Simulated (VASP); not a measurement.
GaGe: single point with PBEsol

GaGe:

```xyz
2
Lattice="0.0000 2.7530 2.7530 2.7530 0.0000 2.7530 2.7530 2.7530 0.0000" Properties=species:S:1:pos:R:3 pbc="T T T"
Ga    4.1294    4.1294    4.1294
Ge    0.0000    0.0000    0.0000
```

This cell differs from its parent crystal: strain -0.050 along x and y, -0.050 along z.

```
Program             : VASP 6.6.1
Task                : single point
Functional          : PBEsol
Potentials or basis : VASP PAW PBE potentials, release 64 (Ga_d, Ge_d)
Cutoff              : 520 eV
k mesh              : 14 × 14 × 14
Occupations         : gaussian, width 0.15 eV
Spin                : no spin polarisation
```

```yaml
Pressure: 7.5 GPa
```

Levels at points of the mesh, in eV from the Fermi level:
```tsv
k point	band 10	band 11	band 12	band 13	band 14	band 15	band 16	band 17	band 18	band 19
(0.00, 0.00, 0.00)	-14.31	-11.44	2.06	2.06	2.06	3.65	4.73	4.73	4.73	8.29
(0.50, 0.00, 0.00)	-14.31	-9.02	-5.92	0.49	0.49	2.84	5.70	5.70	8.43	12.81
(0.50, 0.50, 0.00)	-14.30	-7.74	-6.20	-1.48	-1.48	2.33	2.54	12.59	12.59	14.05
```

It took 2.6 min on 1 thread of AMD EPYC 7R13, with other jobs on the host, peak memory 0.2 GiB.

Caveat: the cell differs from its parent crystal (strain -0.050 along x and y, -0.050 along z); the PAW data sets were made with another functional, which shifts forces and pressure a little.
